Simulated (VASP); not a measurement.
Here is a VASP 6.6.1 calculation.

File INCAR:

```
  PREC = Accurate
  ENCUT = 520
  EDIFF = 1E-6
  ISMEAR = -1
  SIGMA = 0.1
  LREAL = F
  LASPH = T
  NELM = 80
  ALGO = Normal
  ISIF = 2
  LWAVE = F
  LCHARG = F
  GGA = B5
  ALDAX = 1.0
  AGGAX = 1.0
  AGGAC = 1.0
  ALDAC = 0.0
  NBANDS = 18
```

File KPOINTS:

```
regular mesh
0
Gamma
  5 5 5
```

Contents of POSCAR:

```
SrTl
1.0
    4.0320000000      0.0000000000      0.0000000000
    0.0000000000      4.0320000000      0.0000000000
    0.0000000000      0.0000000000      4.0320000000
Sr Tl
1 1
Direct
    0.0000000000      0.0000000000      0.0000000000
    0.5000000000      0.5000000000      0.5000000000
```

Potentials or basis: VASP PAW PBE potentials, release 64 (Sr_sv, Tl_d).

The run is started by

```bash
$ cat potpaw_PBE.64/Sr_sv/POTCAR potpaw_PBE.64/Tl_d/POTCAR > POTCAR
$ mpirun -np 1 vasp_std > vasp.out
```

Task: What does it give for the pressure?

Result: 3.8 GPa.

Caveat: the PAW data sets were made with another functional, which shifts forces and pressure a little.
